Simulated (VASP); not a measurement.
InW2:

```
CELL_PARAMETERS angstrom
3.83502 0.00000 0.00000
-1.91751 3.32123 0.00000
0.00000 0.00000 4.14080
ATOMIC_POSITIONS crystal
In 0.00000 0.00000 0.00000
W 0.33333 0.66667 0.50000
W 0.66667 0.33333 0.50000
```

| Property | Result |
| --- | --- |
| Program | VASP 6.6.1 |
| Task | relaxation of cell and atoms |
| Functional | r2SCAN |
| Potentials or basis | VASP PAW PBE potentials, release 64 (In_d, W_sv) |
| Cutoff | 600 eV |
| k mesh | 6 × 6 × 4 |
| Occupations | gaussian, width 0.1 eV |
| Spin | no spin polarisation |

At the start: pressure 50.8 GPa; volume 17.58 Å³/atom.

Q: How do energy, volume and symmetry change on relaxing?

A: Over 24 steps the energy falls by 1258.2 meV/atom and the volume is 17.91 Å³/atom (+1.9 %); space group P6/mmm (No. 191, to 0.05 Å).

Step by step:
```tsv
step	energy change (eV)	largest force (eV/Å)	pressure (GPa)	volume (Å³)
1	0.0000	0.0000	50.83	52.74
2	3.5027	0.0000	-24.71	106.35
3	-1.9010	0.0000	-7.18	68.52
4	-1.9504	0.0000	-3.67	66.60
5	-1.9562	0.0000	-1.83	65.71
6	-2.1270	0.0000	-1.47	64.06
7	-2.7810	0.0000	-1.58	59.46
8	-3.2399	0.0000	27.55	48.14
9	-3.3556	0.0000	1.39	55.11
10	-3.5684	0.0000	10.29	51.69
11	-3.5723	0.0000	17.86	49.95
12	-3.5992	0.0000	14.50	50.71
13	-3.5944	0.0000	16.10	50.34
14	-3.6206	0.0000	15.37	50.38
15	-3.6235	0.0000	14.80	50.40
16	-3.6589	0.0000	12.74	50.81
17	-3.7358	0.0000	7.01	52.04
18	-3.7673	0.0000	-2.88	54.55
19	-3.7741	0.0000	-0.21	53.81
20	-3.7741	0.0000	0.05	53.74
21	-3.7742	0.0000	0.06	53.74
22	-3.7745	0.0000	0.11	53.73
23	-3.7743	0.0000	0.24	53.72
24	-3.7745	0.0000	0.14	53.73
```

Final structure:
```yaml
crystal:
  lattice:
    - [4.67107, 0.00000, 0.00000]
    - [-2.33553, 4.04526, 0.00000]
    - [0.00000, 0.00000, 2.84354]
  atoms:
    - { symbol: In, position: [0.00000, 0.00000, 0.00000] }
    - { symbol: W, position: [0.33333, 0.66667, 0.50000] }
    - { symbol: W, position: [0.66667, 0.33333, 0.50000] }
```

Caveat: the k points lie up to 0.55 Å⁻¹ apart in the final cell; the PAW data sets were made with another functional, which shifts forces and pressure a little.
